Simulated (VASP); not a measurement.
# Hf2Si (I4/mcm) in VASP: notebook, part 2 of 2

VASP 6.6.1.

### 4 Single point, PBEsol (biaxial strain in the a-b plane: -2.0 %, then relaxed in part)

File INCAR:

```
SYSTEM = Hf2Si
  PREC = Accurate
  ENCUT = 520
  EDIFF = 1E-7
  ISMEAR = 0
  SIGMA = 0.1
  LREAL = .FALSE.
  LASPH = .TRUE.
  NELM = 80
  ALGO = Fast
  ISIF = 2
  LWAVE = .FALSE.
  LCHARG = .FALSE.
  GGA = PS
  NBANDS = 60
```

File KPOINTS:

```
Automatic mesh
0
G
  6 6 8
  0 0 0
```

File POSCAR:

```
Hf2Si
1.0
    6.3804388394      0.0000000000      0.0000000000
    0.0000000000      6.3804388394      0.0000000000
    0.0000000000      0.0000000000      5.2068266692
Hf Si
8 4
Direct
    0.1569163931      0.3430836069      0.0000000000
    0.8430836069      0.3430836069      0.5000000000
    0.8430836069      0.6569163931      0.0000000000
    0.1569163931      0.6569163931      0.5000000000
    0.6569163931      0.8430836069      0.5000000000
    0.3430836069      0.8430836069      0.0000000000
    0.3430836069      0.1569163931      0.5000000000
    0.6569163931      0.1569163931      0.0000000000
    0.0000000000      0.0000000000      0.2500000000
    0.0000000000      0.0000000000      0.7500000000
    0.5000000000      0.5000000000      0.7500000000
    0.5000000000      0.5000000000      0.2500000000
```

Potentials or basis: VASP PAW PBE potentials, release 64 (Hf_pv, Si).

Run with:

```sh
$ cat potpaw_PBE.64/Hf_pv/POTCAR potpaw_PBE.64/Si/POTCAR > POTCAR
$ mpirun -np 1 vasp_std > vasp.out
```

OUTCAR:

```text
SYSTEM = Hf2Si
   PREC = Accurate
   ENCUT = 520
   EDIFF = 1E-7
   ISMEAR = 0
   LREAL = .FALSE.
   LASPH = .TRUE.
   NELM = 80
   ISIF = 2
   GGA = PS

 ion  position               nearest neighbor table
   1  0.157  0.343  0.000-   9 2.74  10 2.74  11 2.74  12 2.74   3 2.83   7 3.10   7 3.10   2 3.28
                             2 3.28   4 3.28   4 3.28   8 3.40   6 3.40   6 3.40   8 3.40
   2  0.843  0.343  0.500-   9 2.74  10 2.74  11 2.74  12 2.74   4 2.83   8 3.10   8 3.10   3 3.28
                             1 3.28   3 3.28   1 3.28   5 3.40   7 3.40   5 3.40   7 3.40
   3  0.843  0.657  0.000-   9 2.74  10 2.74  11 2.74  12 2.74   1 2.83   5 3.10   5 3.10   2 3.28
                             2 3.28   4 3.28   4 3.28   8 3.40   6 3.40   8 3.40   6 3.40
   4  0.157  0.657  0.500-   9 2.74  10 2.74  11 2.74  12 2.74   2 2.83   6 3.10   6 3.10   1 3.28
                             1 3.28   3 3.28   3 3.28   7 3.40   5 3.40   7 3.40   5 3.40
   5  0.657  0.843  0.500-   9 2.74  10 2.74  11 2.74  12 2.74   7 2.83   3 3.10   3 3.10   8 3.28
                             6 3.28   6 3.28   8 3.28   2 3.40   4 3.40   2 3.40   4 3.40
   6  0.343  0.843  0.000-   9 2.74  10 2.74  11 2.74  12 2.74   8 2.83   4 3.10   4 3.10   5 3.28
                             7 3.28   5 3.28   7 3.28   3 3.40   1 3.40   1 3.40   3 3.40
[... 1754 lines left out ...]
  FORCE on cell =-STRESS in cart. coord.  units (eV):
  Direction    XX          YY          ZZ          XY          YZ          ZX
  --------------------------------------------------------------------------------------
  -------------------------------------------------------------------------------------
  Total        8.4970251      8.4970251     -0.1756725      0.0000000      0.0000000      0.0000000
  in kB       64.2248743     64.2248743     -1.3278230      0.0000000      0.0000000      0.0000000
  external PRESSURE =      42.3739752 kB  Pullay stress =       0.0000000 kB

 VOLUME and BASIS-vectors are now :
 -----------------------------------------------------------------------------
  energy-cutoff  :      520.00
  volume of cell :      211.97
      direct lattice vectors                 reciprocal lattice vectors
     6.380438839  0.000000000  0.000000000     0.156729032  0.000000000  0.000000000
     0.000000000  6.380438839  0.000000000     0.000000000  0.156729032  0.000000000
     0.000000000  0.000000000  5.206826669     0.000000000  0.000000000  0.192055558

 POSITION                                       TOTAL-FORCE (eV/Angst)
 -----------------------------------------------------------------------------------
      1.00120      2.18902      0.00000        -0.008657      0.008657      0.000000
      5.37924      2.18902      2.60341         0.008657      0.008657     -0.000000
      5.37924      4.19141      0.00000         0.008657     -0.008657     -0.000000
      1.00120      4.19141      2.60341        -0.008657     -0.008657      0.000000
      4.19141      5.37924      2.60341        -0.008657      0.008657      0.000000
      2.18902      5.37924      0.00000         0.008657      0.008657     -0.000000
      2.18902      1.00120      2.60341         0.008657     -0.008657     -0.000000
      4.19141      1.00120      0.00000        -0.008657     -0.008657      0.000000
      0.00000      0.00000      1.30171         0.000000     -0.000000     -0.000000
      0.00000      0.00000      3.90512        -0.000000     -0.000000     -0.000000
      3.19022      3.19022      3.90512        -0.000000     -0.000000     -0.000000
      3.19022      3.19022      1.30171        -0.000000     -0.000000     -0.000000
 -----------------------------------------------------------------------------------
    total drift:                                0.000000      0.000000      0.000000

  FREE ENERGIE OF THE ION-ELECTRON SYSTEM (eV)
  ---------------------------------------------------
  free  energy   TOTEN  =      -116.4333500567 eV

  energy  without entropy=     -116.4075499289  energy(sigma->0) =     -116.42044999
```

Run time: 13 min. Hardware: 1 thread of Intel Xeon 6975P-C, shared host; peak memory 0.59 GiB.

Results:

```
Free energy            : -116.4334 eV
Pressure               : 4.2 GPa
Largest force          : 0.012 eV/Å
Band gap on the k mesh : zero (band 48 reaches 6.97 eV, above the bottom of band 49 at 6.10 eV)
```

Forces on the atoms (eV/Å):
```
Hf  -0.009  0.009  0.000
Hf   0.009  0.009  0.000
Hf   0.009 -0.009  0.000
Hf  -0.009 -0.009  0.000
Hf  -0.009  0.009  0.000
Hf   0.009  0.009  0.000
Hf   0.009 -0.009  0.000
Hf  -0.009 -0.009  0.000
Si   0.000  0.000  0.000
Si   0.000  0.000  0.000
Si   0.000  0.000  0.000
Si   0.000  0.000  0.000
```

Stress tensor (GPa, compression positive):
```
 6.42  0.00  0.00
 0.00  6.42  0.00
 0.00  0.00 -0.13
```

Levels at points of the mesh, in eV from the Fermi level:
```tsv
k point	band 46	band 47	band 48	band 49	band 50	band 51
(0.00, 0.00, 0.00)	-0.36	0.14	0.27	0.52	0.52	1.46
(0.50, 0.00, 0.00)	-0.85	-0.80	-0.80	1.01	1.01	1.17
(0.50, 0.50, 0.00)	-0.74	-0.21	-0.21	1.25	1.25	1.57
(0.00, 0.00, 0.50)	-0.10	-0.10	-0.10	0.04	0.04	0.73
(0.50, 0.00, 0.50)	-0.59	-0.59	-0.59	0.25	0.25	0.25
(0.50, 0.50, 0.50)	-0.60	-0.60	-0.60	0.27	0.27	0.27
```

Caveat: the cell differs from its parent crystal (biaxial strain in the a-b plane: -2.0 %, then relaxed in part); the PAW data sets were made with another functional, which shifts forces and pressure a little; spin-orbit coupling is left out, which moves the levels of the heavy elements.

### 5 The runs side by side

```csv
cell,k mesh,further INCAR settings,gap on the mesh (eV),pressure (GPa),largest force (eV/Å)
"a = 5.326 Å, angles 103.7, 103.7, 121.7°, 6 atoms",10 × 10 × 10,ALGO = Fast; EDIFF = 1e-07; NBANDS = 33,none,-4.4,0.01
"a = 5.377 Å, angles 103.7, 103.7, 121.7°, 6 atoms",10 × 10 × 10,ALGO = Fast; EDIFF = 1e-06; NBANDS = 33,none,-8.0,-
"a = 6.380, b = 6.380, c = 5.207 Å, 12 atoms",6 × 6 × 8,ALGO = Fast; EDIFF = 1e-07; NBANDS = 60,none,4.2,0.01
```

Alike in all rows: task single point; level PBEsol; potentials or basis VASP PAW PBE potentials, release 64 (Hf_pv, Si); no spin polarisation; cutoff (eV) 520; smearing gaussian 0.1 eV.

Caveats: the PAW data sets were made with another functional, which shifts forces and pressure a little; spin-orbit coupling is left out, which moves the levels of the heavy elements.

Absolute energies hang on the potentials; compare differences alone.
